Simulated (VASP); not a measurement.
# HfN (I-4m2) in VASP: notebook

The runs below take HfN through single point, with PBEsol.

All numbers are computed with VASP 6.6.1; they aren't measurements. Logs are shortened: lines on timing, memory, paths and dates and some standing lists are left out, and cuts for length are marked.

**1. The cell of the first run**

It takes space group I-4m2 (No. 119, tetragonal). Conventional cell: a = 3.472 Å, b = 3.472 Å, c = 5.155 Å, α = 90.00°, β = 90.00°, γ = 90.00°. Hf (site symmetry -4m2) has 4 N at 2.16 Å within 2.9 Å. N (site symmetry -4m2) has 4 Hf at 2.16 Å within 2.9 Å.

**2. Single point, PBEsol (strain +0.000 along x and y, +0.050 along z)**

INCAR reads:

```
  PREC = Accurate
  ENCUT = 520
  EDIFF = 1E-6
  ISMEAR = 0
  SIGMA = 0.15
  LREAL = F
  LASPH = T
  NELM = 60
  ALGO = Normal
  ISIF = 2
  LWAVE = F
  LCHARG = F
  GGA = PS
  NBANDS = 14
```

KPOINTS reads:

```
regular mesh
0
Gamma
  16 16 16
```

POSCAR reads:

```
HfN
1.0
    0.0000000000      2.4548220000      2.5775631000
    2.4548220000      0.0000000000      2.5775631000
    2.4548220000      2.4548220000      0.0000000000
Hf N
1 1
Direct
    0.0000000000      0.0000000000      0.0000000000
    0.7500000000      0.7500000000      0.7500000000
```

Potentials or basis: VASP PAW PBE potentials, release 64 (Hf_pv, N).

Command:

```sh
cat potpaw_PBE.64/Hf_pv/POTCAR potpaw_PBE.64/N/POTCAR > POTCAR
mpirun -np 1 vasp_std > vasp.out
```

OUTCAR:

```text
PREC = Accurate
   ENCUT = 520
   EDIFF = 1E-6
   ISMEAR = 0
   LREAL = F
   LASPH = T
   NELM = 60
   ISIF = 2
   GGA = PS

 ion  position               nearest neighbor table
   1  0.000  0.000  0.000-   2 2.16   2 2.16   2 2.16   2 2.16
   2  0.750  0.750  0.750-   1 2.16   1 2.16   1 2.16   1 2.16

  LATTYP: Found a body centered tetragonal cell.
 ALAT       =     3.4716425656
 C/A-ratio  =     1.4849242405

  Lattice vectors:

 A1 = (  -2.4548220000,   0.0000000000,   2.5775631000)
 A2 = (   2.4548220000,   0.0000000000,   2.5775631000)
 A3 = (   0.0000000000,   2.4548220000,  -2.5775631000)

Analysis of symmetry for initial positions (statically):
=====================================================================
 Subroutine PRICEL returns:
 Original cell was already a primitive cell.

 Routine SETGRP: Setting up the symmetry group for a
 body centered tetragonal supercell.

 Subroutine GETGRP returns: Found  8 space group operations
 (whereof  8 operations were pure point group operations)
 out of a pool of 16 trial point group operations.

The static configuration has the point symmetry D_2d.

Analysis of symmetry for dynamics (positions and initial velocities):
=====================================================================
 Subroutine PRICEL returns:
 Original cell was already a primitive cell.

 Routine SETGRP: Setting up the symmetry group for a
 body centered tetragonal supercell.

 Subroutine GETGRP returns: Found  8 space group operations
 (whereof  8 operations were pure point group operations)
 out of a pool of 16 trial point group operations.

The dynamic configuration has the point symmetry D_2d.

 Subroutine INISYM returns: Found  8 space group operations
 (whereof  8 operations are pure point group operations),
 and found     1 'primitive' translations

----------------------------------------------------------------------------------------

                                     Primitive cell

  volume of cell :      31.0656

  direct lattice vectors                    reciprocal lattice vectors
     0.000000000  2.454822000  2.577563100    -0.203680756  0.203680756  0.193981672
     2.454822000  0.000000000  2.577563100     0.203680756 -0.203680756  0.193981672
     2.454822000  2.454822000  0.000000000     0.203680756  0.203680756 -0.193981672

  length of vectors
     3.559491900  3.559491900  3.471642566     0.347275956  0.347275956  0.347275956

  position of ions in fractional coordinates (direct lattice)
     0.000000000  0.000000000  0.000000000
     0.750000000  0.750000000  0.750000000

  ion indices of the primitive-cell ions
   primitive index   ion index
                 1           1
                 2           2

----------------------------------------------------------------------------------------

 KPOINTS: regular mesh

Automatic generation of k-mesh.
 Grid dimensions read from file:
 generate k-points for:   16   16   16

 Generating k-lattice:

  Cartesian coordinates                     Fractional coordinates (reciprocal lattice)
    -0.012730047  0.012730047  0.012123855     0.062500000  0.000000000  0.000000000
     0.012730047 -0.012730047  0.012123855     0.000000000  0.062500000  0.000000000
     0.012730047  0.012730047 -0.012123855     0.000000000  0.000000000  0.062500000

  Length of vectors
     0.021704747  0.021704747  0.021704747

  Shift w.r.t. Gamma in fractional coordinates (k-lattice)
     0.000000000  0.000000000  0.000000000

 Subroutine IBZKPT returns following result:
 ===========================================

 Found    349 irreducible k-points:

 Following reciprocal coordinates:
            Coordinates               Weight
  0.000000  0.000000  0.000000      1.000000
  0.062500  0.000000  0.000000      8.000000
  0.125000  0.000000  0.000000      8.000000
  0.187500  0.000000  0.000000      8.000000
  0.250000  0.000000  0.000000      8.000000
  0.312500  0.000000  0.000000      8.000000
[... 16 lines left out ...]
 -0.125000  0.062500  0.000000      8.000000
 -0.062500  0.062500  0.000000      4.000000
 [... further k-points ...]
   k-points           NKPTS =    349   k-points in BZ     NKDIM =    349   number of bands    NBANDS=     14
   number of dos      NEDOS =    301   number of ions     NIONS =      2
   total plane-waves  NPLWV =  21952
   dimension x,y,z NGX =    28 NGY =   28 NGZ =   28
   dimension x,y,z NGXF=    56 NGYF=   56 NGZF=   56
   ions per type =               1   1
   NGX,Y,Z   is equivalent  to a cutoff of  13.08, 13.08, 13.41 a.u.
   NGXF,Y,Z  is equivalent  to a cutoff of  26.15, 26.15, 26.82 a.u.
 SYSTEM =  unknown system
   PREC   = accura    normal or accurate (medium, high low for compatibility)
   ISTART =      0    job   : 0-new  1-cont  2-samecut
   ICHARG =      2    charge: 1-file 2-atom 10-const
   ISPIN  =      1    spin polarized calculation?
   LNONCOLLINEAR =      F non collinear calculations
   LSORBIT =      F    spin-orbit coupling
   LASPH  =      T    aspherical Exc in radial PAW
   ENCUT  =  520.0 eV  38.22 Ry    6.18 a.u.   6.62  6.62  6.45*2*pi/ulx,y,z
   NELM   =     60;   NELMIN=  2; NELMDL= -5     # of ELM steps
   EDIFF  = 0.1E-05   stopping-criterion for ELM
   LREAL  =      F    real-space projection
[... 7 lines left out ...]
   TEBEG  =    0.0;   TEEND  =   0.0 temperature during run
   PSTRESS=    0.0 pullay stress
   NELECT =      15.0000    total number of electrons
   NUPDOWN=      -1.0000    fix difference up-down
   EMIN   =  10.00;   EMAX   =-10.00  energy-range for DOS
   EFERMI =   0.00;   METHOD = LEGACY
   ISMEAR =     0;   SIGMA  =   0.15  broadening in eV -4-tet -1-fermi 0-gaus
   EFERMI_NEDOS =   21; number of points for ismear=-14 and -15
   IALGO  =     38    algorithm
   IMIX   =      4    mixing-type and parameters
     AMIX     =   0.40;   BMIX     =  1.00
     AMIX_MAG =   1.60;   BMIX_MAG =  1.00
  volume/ion in A,a.u.               =      15.53       104.82
  Fermi-wavevector in a.u.,A,eV,Ry     =   1.284336  2.427044 22.443084  1.649520
  Thomas-Fermi vector in A             =   2.416536
   LORBIT       =      0    0 simple, 1 ext, 2 COOP (PROOUT), +10 PAW based schemes
   GGA     = PS    functional components
   LHFCALC =     F    Hartree Fock is set to
   AEXX    =    0.0000 exact exchange contribution
   IVDW    =     0    specifies the selected vdW correction
   LEPSILON=     F    determine dielectric tensor
   LRPA    =     F    only Hartree local field effects (RPA)
 non-spin polarized calculation
 Gauss-broadening in eV      SIGMA  =   0.15
  energy-cutoff  :      520.00
  volume of cell :       31.07
 maximum number of plane-waves:       869
   NGX = 13   NGY = 13   NGZ = 13

 number of electron      14.9999997 magnetization

 Free energy of the ion-electron system (eV)
  ---------------------------------------------------
  ext. energy  EPLUGINS =         0.00000000
  ---------------------------------------------------
  free energy    TOTEN  =       -22.13887734 eV

  energy without entropy =      -22.13100955  energy(sigma->0) =      -22.13494344

 E-fermi :   5.2411     XC(G=0): -11.1678

 val. band max:        5.2365771900   @ k =  -0.3750   0.2500   0.1250
 cond. band min:       5.2480098259   @ k =  -0.2500   0.2500   0.1875
 fundamental gap:      0.0114326359
 Fermi energy:         5.2411094718

 k-point     1 :       0.0000    0.0000    0.0000
  band No.  band energies     occupation
      1     -26.0023      2.00000
      2     -26.0023      2.00000
      3     -25.9934      2.00000
      4     -10.6125      2.00000
      5      -0.0708      2.00000
      6       0.0703      2.00000
      7       0.0703      2.00000
      8       4.3754      2.00000
      9       7.0389      0.00000
     10       7.6062      0.00000
     11      10.9917      0.00000
     12      11.7346      0.00000
     13      11.7346      0.00000
     14      17.3159      0.00000

 k-point     2 :       0.0625    0.0000    0.0000
  band No.  band energies     occupation
      1     -26.0161      2.00000
      2     -26.0038      2.00000
      3     -25.9974      2.00000
      4     -10.5701      2.00000
      5      -0.1107      2.00000
      6       0.0369      2.00000
      7       0.0990      2.00000
      8       4.5916      2.00000
      9       6.9891      0.00000
     10       7.5310      0.00000
     11      11.0215      0.00000
     12      11.6903      0.00000
     13      11.8101      0.00000
     14      17.2506      0.00000

 k-point     3 :       0.1250    0.0000    0.0000
  band No.  band energies     occupation
      1     -26.0590      2.00000
      2     -26.0083      2.00000
      3     -26.0048      2.00000
      4     -10.4506      2.00000
      5      -0.3056      2.00000
      6       0.0785      2.00000
      7       0.1791      2.00000
      8       5.1485      1.61741
      9       6.8855      0.00000
     10       7.3565      0.00000
     11      10.9571      0.00000
     12      11.6872      0.00000
     13      11.9576      0.00000
     14      16.0253      0.00000
[... 324 lines left out ...]
 k-point    23 :      -0.1250    0.0625    0.0000
  band No.  band energies     occupation
      1     -26.0926      2.00000
      2     -26.0141      2.00000
      3     -26.0079      2.00000
      4     -10.3625      2.00000
      5      -0.4439      2.00000
      6       0.1361      2.00000
      7       0.2203      2.00000
      8       5.5289      0.00667
      9       7.0373      0.00000
     10       7.1168      0.00000
     11      10.9919      0.00000
     12      11.4371      0.00000
     13      12.1576      0.00000
     14      15.4576      0.00000

 k-point    24 :      -0.0625    0.0625    0.0000
  band No.  band energies     occupation
      1     -26.0430      2.00000
      2     -26.0043      2.00000
      3     -26.0027      2.00000
      4     -10.5010      2.00000
      5      -0.2101      2.00000
      6       0.0346      2.00000
      7       0.1345      2.00000
      8       4.9301      1.99663
      9       7.0844      0.00000
     10       7.2955      0.00000
     11      11.0603      0.00000
     12      11.5233      0.00000
     13      11.9927      0.00000
     14      16.6415      0.00000

 [... further k-points ...]
[... 5 lines left out ...]
  --------------------------------------------------------------------------------------
  -------------------------------------------------------------------------------------
  Total       -2.2248738     -2.2248738     -3.7482347      0.0000000      0.0000000     -0.0000000
  in kB     -114.7457586   -114.7457586   -193.3116566      0.0000000      0.0000000     -0.0000000
  external PRESSURE =    -140.9343912 kB  Pullay stress =       0.0000000 kB

 VOLUME and BASIS-vectors are now :
 -----------------------------------------------------------------------------
  energy-cutoff  :      520.00
  volume of cell :       31.07
      direct lattice vectors                 reciprocal lattice vectors
     0.000000000  2.454822000  2.577563100    -0.203680756  0.203680756  0.193981672
     2.454822000  0.000000000  2.577563100     0.203680756 -0.203680756  0.193981672
     2.454822000  2.454822000  0.000000000     0.203680756  0.203680756 -0.193981672

 POSITION                                       TOTAL-FORCE (eV/Angst)
 -----------------------------------------------------------------------------------
      0.00000      0.00000      0.00000        -0.000000     -0.000000     -0.000000
      3.68223      3.68223      3.86634         0.000000      0.000000      0.000000
 -----------------------------------------------------------------------------------
    total drift:                                0.000000      0.000000      0.000000

  FREE ENERGIE OF THE ION-ELECTRON SYSTEM (eV)
  ---------------------------------------------------
  free  energy   TOTEN  =       -22.1388773374 eV

  energy  without entropy=      -22.1310095459  energy(sigma->0) =      -22.13494344
```

Wall time 67 s (1 thread of Intel Xeon 6975P-C (Granite Rapids), shared host); peak memory 0.28 GiB.

Results:

| Property | Result |
| --- | --- |
| Free energy | -22.1389 eV |
| Pressure | -14.1 GPa |

Stress tensor (GPa, compression positive):
```
-11.47   0.00   0.00
  0.00 -11.47   0.00
  0.00   0.00 -19.33
```

Caveat: the cell differs from its parent crystal (strain +0.000 along x and y, +0.050 along z); the PAW data sets were made with another functional, which shifts forces and pressure a little; spin-orbit coupling is left out, which moves the levels of the heavy elements.

**3. Single point, PBEsol (strain +0.025 along x and y, +0.000 along z)**

INCAR reads:

```
PREC = Accurate
ENCUT = 520
EDIFF = 1E-6
ISMEAR = 0
SIGMA = 0.15
LREAL = False
LASPH = True
NELM = 80
ALGO = Normal
ISIF = 2
LWAVE = False
LCHARG = False
GGA = PS
NBANDS = 14
```

KPOINTS reads:

```
Automatic mesh
0
Gamma
  16 16 16
```

POSCAR reads:

```
HfN
1.0
    0.0000000000      2.5161925500      2.4548220000
    2.5161925500      0.0000000000      2.4548220000
    2.5161925500      2.5161925500      0.0000000000
Hf N
1 1
Direct
    0.0000000000      0.0000000000      0.0000000000
    0.7500000000      0.7500000000      0.7500000000
```

Potentials or basis: VASP PAW PBE potentials, release 64 (Hf_pv, N).

Command:

```sh
cat potpaw_PBE.64/Hf_pv/POTCAR potpaw_PBE.64/N/POTCAR > POTCAR
mpirun -np 1 vasp_std > vasp.out
```

It took 68 s on 1 thread of Intel Xeon 6975P-C (Granite Rapids), shared host; peak memory 0.28 GiB.

Results (log left out):

```
Free energy : -22.1558 eV
Pressure    : -14.1 GPa
```

Stress tensor (GPa, compression positive):
```
-15.31   0.00   0.00
  0.00 -15.31   0.00
  0.00   0.00 -11.71
```

Levels at points of the mesh, in eV from the Fermi level:
| k point | band 6 | band 7 | band 8 | band 9 | band 10 | band 11 |
| --- | --- | --- | --- | --- | --- | --- |
| (0.00, 0.00, 0.00) | -5.24 | -5.18 | -0.85 | 1.94 | 2.23 | 6.14 |
| (0.50, 0.00, 0.00) | -4.74 | -4.62 | 1.45 | 2.54 | 2.56 | 3.97 |
| (0.50, 0.50, 0.00) | -3.58 | -3.58 | -1.01 | 2.03 | 3.74 | 4.38 |
| (0.50, 0.00, 0.50) | -3.55 | -3.47 | -1.16 | 1.96 | 3.77 | 4.35 |

Caveat: the cell differs from its parent crystal (strain +0.025 along x and y, +0.000 along z); the PAW data sets were made with another functional, which shifts forces and pressure a little; spin-orbit coupling is left out, which moves the levels of the heavy elements.
